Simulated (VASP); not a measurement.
# In (Fmmm) in VASP: single point with PBE

Aim: the single point of In with PBE.

Everything below comes from runs of VASP 6.6.1. Logs are shortened: lines on timing, memory, paths and dates and some standing lists are left out, and cuts for length are marked.

## Step 1: The cell of the first run

Symmetry: Fmmm, No. 69, orthorhombic system. The conventional cell has a = 4.730 Å, b = 4.858 Å, c = 4.896 Å, α = 90.00°, β = 90.00°, γ = 90.00°. Within 4.5 Å of In (site symmetry mmm) lie 12 In at 3.39 to 3.45 Å.

## Step 2: Single point, PBE (engineering shear strain xy -0.0267, normal strain along z +0.0233)

INCAR

```
PREC     = Accurate       # precision mode
ENCUT    = 520            # plane-wave cutoff, eV
EDIFF    = 1E-7           # SCF threshold, eV
ISMEAR   = 0              # smearing method
SIGMA    = 0.15           # smearing width, eV
LREAL    = F              # projectors in reciprocal space
LASPH    = T              # aspherical terms in the spheres
NELM     = 100            # most SCF steps
ALGO     = Fast           # electronic algorithm
ISIF     = 2              # what is computed and relaxed
LWAVE    = F              # write WAVECAR
LCHARG   = T              # write CHGCAR
GGA      = PE             # functional
LELF     = T              # ELF
LVHAR    = T            
NBANDS   = 12             # bands
```

KPOINTS

```
regular mesh
0
Gamma
  18 18 18
```

POSCAR

```
In
1.0
   -1.7177366470      1.7177366470      2.4478289832
    1.7177366470     -1.7177366470      2.4478289832
    1.6724772910      1.6724772910     -2.4478289832
In
1
Direct
    0.0000000000      0.0000000000      0.0000000000
```

Potentials or basis: VASP PAW PBE potentials, release 64 (In_d).

Started as:

```console
> cat potpaw_PBE.64/In_d/POTCAR > POTCAR
> mpirun -np 1 vasp_std > vasp.out
```

OUTCAR:

```text
PREC = Accurate
   ENCUT = 520
   EDIFF = 1E-7
   ISMEAR = 0
   LREAL = F
   LASPH = T
   NELM = 100
   ISIF = 2
   GGA = PE

 ion  position               nearest neighbor table
   1  0.000  0.000  0.000-

  LATTYP: Found a face centered orthorhombic cell.
 ALAT       =     4.7304801354
 B/A-ratio  =     1.0270612679
 C/A-ratio  =     1.0349177729

  Lattice vectors:

 A1 = (   1.7177366470,  -1.7177366470,  -2.4478289832)
 A2 = (   1.6724772910,   1.6724772910,  -2.4478289832)
 A3 = (   3.3902139380,  -0.0452593560,   0.0000000000)

Analysis of symmetry for initial positions (statically):
=====================================================================
 Subroutine PRICEL returns:
 Original cell was already a primitive cell.

 Routine SETGRP: Setting up the symmetry group for a
 face centered orthorhombic supercell.

 Subroutine GETGRP returns: Found  8 space group operations
 (whereof  8 operations were pure point group operations)
 out of a pool of  8 trial point group operations.

The static configuration has the point symmetry D_2h.

Analysis of symmetry for dynamics (positions and initial velocities):
=====================================================================
 Subroutine PRICEL returns:
 Original cell was already a primitive cell.

 Routine SETGRP: Setting up the symmetry group for a
 face centered orthorhombic supercell.

 Subroutine GETGRP returns: Found  8 space group operations
 (whereof  8 operations were pure point group operations)
 out of a pool of  8 trial point group operations.

The dynamic configuration has the point symmetry D_2h.

 Subroutine INISYM returns: Found  8 space group operations
 (whereof  8 operations are pure point group operations),
 and found     1 'primitive' translations

----------------------------------------------------------------------------------------

                                     Primitive cell

  volume of cell :      28.1292

  direct lattice vectors                    reciprocal lattice vectors
    -1.717736647  1.717736647  2.447828983     0.003938507  0.295019215  0.204262636
     1.717736647 -1.717736647  2.447828983     0.295019215  0.003938507  0.204262636
     1.672477291  1.672477291 -2.447828983     0.298957721  0.298957721  0.000000000

  length of vectors
     3.448638153  3.448638153  3.403854772     0.358852440  0.358852440  0.422790064

  position of ions in fractional coordinates (direct lattice)
     0.000000000  0.000000000  0.000000000

  ion indices of the primitive-cell ions
   primitive index   ion index
                 1           1

----------------------------------------------------------------------------------------

 KPOINTS: regular mesh

Automatic generation of k-mesh.
 Grid dimensions read from file:
 generate k-points for:   18   18   18

 Generating k-lattice:

  Cartesian coordinates                     Fractional coordinates (reciprocal lattice)
     0.000218806  0.016389956  0.011347924     0.055555556  0.000000000 -0.000000000
     0.016389956  0.000218806  0.011347924     0.000000000  0.055555556 -0.000000000
     0.016608762  0.016608762  0.000000000     0.000000000  0.000000000  0.055555556

  Length of vectors
     0.019936247  0.019936247  0.023488337

  Shift w.r.t. Gamma in fractional coordinates (k-lattice)
     0.000000000  0.000000000  0.000000000

 Subroutine IBZKPT returns following result:
 ===========================================

 Found    865 irreducible k-points:

 Following reciprocal coordinates:
            Coordinates               Weight
  0.000000  0.000000  0.000000      1.000000
  0.055556 -0.000000  0.000000      8.000000
  0.111111 -0.000000  0.000000      8.000000
  0.166667  0.000000  0.000000      8.000000
  0.222222 -0.000000  0.000000      8.000000
  0.277778 -0.000000  0.000000      8.000000
[... 16 lines left out ...]
 -0.277778  0.055556 -0.000000      8.000000
 -0.222222  0.055556  0.000000      8.000000
 [... further k-points ...]
   k-points           NKPTS =    865   k-points in BZ     NKDIM =    865   number of bands    NBANDS=     12
   number of dos      NEDOS =    301   number of ions     NIONS =      1
   total plane-waves  NPLWV =  21952
   dimension x,y,z NGX =    28 NGY =   28 NGZ =   28
   dimension x,y,z NGXF=    56 NGYF=   56 NGZF=   56
   ions per type =               1
   NGX,Y,Z   is equivalent  to a cutoff of  13.50, 13.50, 13.68 a.u.
   NGXF,Y,Z  is equivalent  to a cutoff of  27.00, 27.00, 27.35 a.u.
 SYSTEM =  unknown system
   PREC   = accura    normal or accurate (medium, high low for compatibility)
   ISTART =      0    job   : 0-new  1-cont  2-samecut
   ICHARG =      2    charge: 1-file 2-atom 10-const
   ISPIN  =      1    spin polarized calculation?
   LNONCOLLINEAR =      F non collinear calculations
   LSORBIT =      F    spin-orbit coupling
   LASPH  =      T    aspherical Exc in radial PAW
   ENCUT  =  520.0 eV  38.22 Ry    6.18 a.u.   6.41  6.41  6.33*2*pi/ulx,y,z
   NELM   =    100;   NELMIN=  2; NELMDL= -5     # of ELM steps
   EDIFF  = 0.1E-06   stopping-criterion for ELM
   LREAL  =      F    real-space projection
   EDIFFG = 0.1E-05   stopping-criterion for IOM
   NSW    =      0    number of steps for IOM
   IBRION =     -1    ionic relax: 0-MD 1-quasi-New 2-CG
   NFREE  =      0    steps in history (QN), initial steepest desc. (CG)
   ISIF   =      2    stress and relaxation
   ISYM   =      2    0-nonsym 1-usesym 2-fastsym
   POTIM  = 0.5000    time-step for ionic-motion
   TEBEG  =    0.0;   TEEND  =   0.0 temperature during run
   PSTRESS=    0.0 pullay stress
   NELECT =      13.0000    total number of electrons
   NUPDOWN=      -1.0000    fix difference up-down
   EMIN   =  10.00;   EMAX   =-10.00  energy-range for DOS
   EFERMI =   0.00;   METHOD = LEGACY
   ISMEAR =     0;   SIGMA  =   0.15  broadening in eV -4-tet -1-fermi 0-gaus
   EFERMI_NEDOS =   21; number of points for ismear=-14 and -15
   IALGO  =     68    algorithm
   IMIX   =      4    mixing-type and parameters
     AMIX     =   0.40;   BMIX     =  1.00
     AMIX_MAG =   1.60;   BMIX_MAG =  1.00
  volume/ion in A,a.u.               =      28.13       189.83
  Fermi-wavevector in a.u.,A,eV,Ry     =   1.265717  2.391859 21.797075  1.602040
  Thomas-Fermi vector in A             =   2.398956
   LORBIT       =      0    0 simple, 1 ext, 2 COOP (PROOUT), +10 PAW based schemes
   GGA     = PE    functional components
   LHFCALC =     F    Hartree Fock is set to
   AEXX    =    0.0000 exact exchange contribution
   IVDW    =     0    specifies the selected vdW correction
   LEPSILON=     F    determine dielectric tensor
   LRPA    =     F    only Hartree local field effects (RPA)
 non-spin polarized calculation
 RMM-DIIS sequential band-by-band and
 Gauss-broadening in eV      SIGMA  =   0.15
  energy-cutoff  :      520.00
  volume of cell :       28.13
 maximum number of plane-waves:       773
 NGX is ok and might be reduce to    28
   NGX = 13   NGY = 13   NGZ = 13

 number of electron      12.9999996 magnetization

 Free energy of the ion-electron system (eV)
  ---------------------------------------------------
  ext. energy  EPLUGINS =         0.00000000
  ---------------------------------------------------
  free energy    TOTEN  =        -2.56132694 eV

  energy without entropy =       -2.55635105  energy(sigma->0) =       -2.55883900

 E-fermi :   6.7296     XC(G=0):  -9.9138

 val. band max:        6.7165983432   @ k =   0.2222   0.0556   0.2222
 cond. band min:       6.7330711399   @ k =  -0.4444  -0.4444   0.1667
 fundamental gap:      0.0164727966
 Fermi energy:         6.7295807720

 k-point     1 :       0.0000    0.0000    0.0000
  band No.  band energies     occupation
      1      -7.8558      2.00000
      2      -7.8470      2.00000
      3      -7.8192      2.00000
      4      -7.7191      2.00000
      5      -7.6837      2.00000
      6      -2.3317      2.00000
      7      16.6095      0.00000
      8      16.6749      0.00000
      9      16.6909      0.00000
     10      18.0990      0.00000
     11      20.1117      0.00000
     12      20.1691      0.00000

 k-point     2 :       0.0556   -0.0000    0.0000
  band No.  band energies     occupation
      1      -7.8529      2.00000
      2      -7.8439      2.00000
      3      -7.8168      2.00000
      4      -7.7192      2.00000
      5      -7.6847      2.00000
      6      -2.2680      2.00000
      7      15.8184      0.00000
      8      16.5337      0.00000
      9      16.5491      0.00000
     10      17.8961      0.00000
     11      20.3255      0.00000
     12      20.3431      0.00000

 k-point     3 :       0.1111   -0.0000    0.0000
  band No.  band energies     occupation
      1      -7.8491      2.00000
      2      -7.8342      2.00000
      3      -7.8091      2.00000
      4      -7.7177      2.00000
      5      -7.6864      2.00000
      6      -2.0760      2.00000
      7      14.1345      0.00000
      8      16.2223      0.00000
      9      16.2809      0.00000
     10      17.7643      0.00000
     11      20.8296      0.00000
     12      20.8613      0.00000
[... 286 lines left out ...]
 k-point    23 :      -0.2778    0.0556   -0.0000
  band No.  band energies     occupation
      1      -7.8622      2.00000
      2      -7.8167      2.00000
      3      -7.7860      2.00000
      4      -7.6854      2.00000
      5      -7.6458      2.00000
      6      -0.8722      2.00000
      7       9.4565      0.00000
      8      14.5823      0.00000
      9      15.3853      0.00000
     10      17.5336      0.00000
     11      19.2370      0.00000
     12      20.5332      0.00000

 k-point    24 :      -0.2222    0.0556    0.0000
  band No.  band energies     occupation
      1      -7.8585      2.00000
      2      -7.8136      2.00000
      3      -7.7849      2.00000
      4      -7.7103      2.00000
      5      -7.6677      2.00000
      6      -1.4135      2.00000
      7      11.1831      0.00000
      8      14.8850      0.00000
      9      15.7364      0.00000
     10      17.8230      0.00000
     11      19.4332      0.00000
     12      20.9579      0.00000

 [... further k-points ...]

------------------------ aborting loop because EDIFF is reached ----------------------------------------

  FORCE on cell =-STRESS in cart. coord.  units (eV):
  Direction    XX          YY          ZZ          XY          YZ          ZX
  --------------------------------------------------------------------------------------
  -------------------------------------------------------------------------------------
  Total       -0.1282015     -0.1282015     -0.1810989      0.0341267      0.0000000      0.0000000
  in kB       -7.3020652     -7.3020652    -10.3149852      1.9437782      0.0000000      0.0000000
  external PRESSURE =      -8.3063719 kB  Pullay stress =       0.0000000 kB

 VOLUME and BASIS-vectors are now :
 -----------------------------------------------------------------------------
  energy-cutoff  :      520.00
  volume of cell :       28.13
      direct lattice vectors                 reciprocal lattice vectors
    -1.717736647  1.717736647  2.447828983     0.003938507  0.295019215  0.204262636
     1.717736647 -1.717736647  2.447828983     0.295019215  0.003938507  0.204262636
     1.672477291  1.672477291 -2.447828983     0.298957721  0.298957721  0.000000000

 POSITION                                       TOTAL-FORCE (eV/Angst)
 -----------------------------------------------------------------------------------
      0.00000      0.00000      0.00000        -0.000000      0.000000      0.000000
 -----------------------------------------------------------------------------------
    total drift:                               -0.000000     -0.000000      0.000000

  FREE ENERGIE OF THE ION-ELECTRON SYSTEM (eV)
  ---------------------------------------------------
  free  energy   TOTEN  =        -2.5613269442 eV

  energy  without entropy=       -2.5563510533  energy(sigma->0) =       -2.55883900
```

Run time: 4.8 min. Hardware: 1 thread of AMD EPYC 9R45 (Zen 5), shared host; peak memory 0.35 GiB.

Results:

```yaml
Free_energy: -2.5613 eV
Pressure: -0.8 GPa
Band_gap_on_the_k_mesh: zero (an odd number of electrons rules out a gap without spin polarisation)
```

Caveat: the cell differs from its parent crystal (engineering shear strain xy -0.0267, normal strain along z +0.0233); spin-orbit coupling is left out, which moves the levels of the heavy elements.
